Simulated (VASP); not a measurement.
A run of VASP 6.6.1:

The input POSCAR:

```
FeSi
1.0
    4.4032810317      0.0000000000      0.0000000000
    0.0000000000      4.4032810317      0.0000000000
    0.0000000000      0.0000000000      4.4032810317
Fe Si
4 4
Direct
    0.1366552798      0.1366552798      0.1366552798
    0.3633447202      0.8633447202      0.6366552798
    0.6366552798      0.3633447202      0.8633447202
    0.8633447202      0.6366552798      0.3633447202
    0.8411204438      0.8411204438      0.8411204438
    0.6588795562      0.1588795562      0.3411204438
    0.3411204438      0.6588795562      0.1588795562
    0.1588795562      0.3411204438      0.6588795562
```

INCAR.step1

```
SYSTEM = FeSi
PREC = Accurate ; ENCUT = 520
ISMEAR = 0 ; SIGMA = 0.1
LREAL = .False. ; LASPH = .True.
NELM = 100 ; NBANDS = 34
GGA = PE ; ALGO = Normal
EDIFF = 1E-4 ; LWAVE = .True.
LCHARG = .False.
```

The input INCAR.step2:

```
SYSTEM = FeSi
PREC = Accurate ; ENCUT = 520
EDIFF = 1E-6 ; ISMEAR = 0
SIGMA = 0.1 ; LREAL = .False.
LASPH = .True. ; NELM = 100
ALGO = Normal ; ISIF = 2
LWAVE = .False. ; LCHARG = .False.
METAGGA = R2SCAN ; LMIXTAU = .True.
NBANDS = 34 ; ISTART = 1
```

File KPOINTS:

```
regular mesh
0
Gamma
  4 4 4
  0 0 0
```

Potentials or basis: VASP PAW PBE potentials, release 64 (Fe, Si).

The run is started by

```console
$ cat potpaw_PBE.64/Fe/POTCAR potpaw_PBE.64/Si/POTCAR > POTCAR
$ cp INCAR.step1 INCAR
$ mpirun -np 1 vasp_std > vasp.out
$ cp INCAR.step2 INCAR
$ mpirun -np 1 vasp_std > vasp.out
```

Hardware: 1 thread of AMD EPYC 9R45 96-Core Processor (Zen 5), with other jobs on the host.

Question: Estimate the wall time of this run.

Answer: Wall time 110 s on 1 thread of AMD EPYC 9R45 96-Core Processor (Zen 5), on a shared host, peak memory 0.19 GiB. Counts: k points 11.
